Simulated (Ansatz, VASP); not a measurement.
# Two plane-wave programs on Al2Cu

```xyz
3
Lattice="2.1006 1.2128 3.4311 -2.1006 1.2128 3.4311 0.0000 -2.4256 3.4311" Properties=species:S:1:pos:R:3 pbc="T T T"
Al    0.0000    0.0000    6.9672
Al    0.0000    0.0000    9.5401
Cu    0.0000    0.0000    1.8201
```

Alike in both runs: functional PBE; k mesh 12 × 12 × 12; occupations gaussian, width 0.1 eV; no spin polarisation.

Ansatz relaxed the structure, and its values are those at the end. VASP's run is a single point on that final structure, the one shown.

|  | VASP | Ansatz |
| --- | --- | --- |
| version | VASP 6.6.1 | Ansatz 0.2.0 |
| potentials or method | VASP PAW PBE potentials, release 64 (Al, Cu), cutoff 520 eV | scalar-relativistic, plane waves, PAW |
| valence electrons in the cell | 17 | 25 |

Ansatz gave:

```
gap on the k mesh at the Fermi level (eV) : none
pressure (GPa)                            : 0.0
```

Which values does VASP return?

gap on the k mesh at the Fermi level (eV): none; pressure (GPa): 0.1.

A gap of «none» marks a metal or a gap that the smearing closes. The functional is the same, so the differences come from potentials, cutoffs and numerics. VASP's potentials hold 17 valence electrons a cell and Ansatz's 25, so a difference there can come from the potentials and not from the codes.
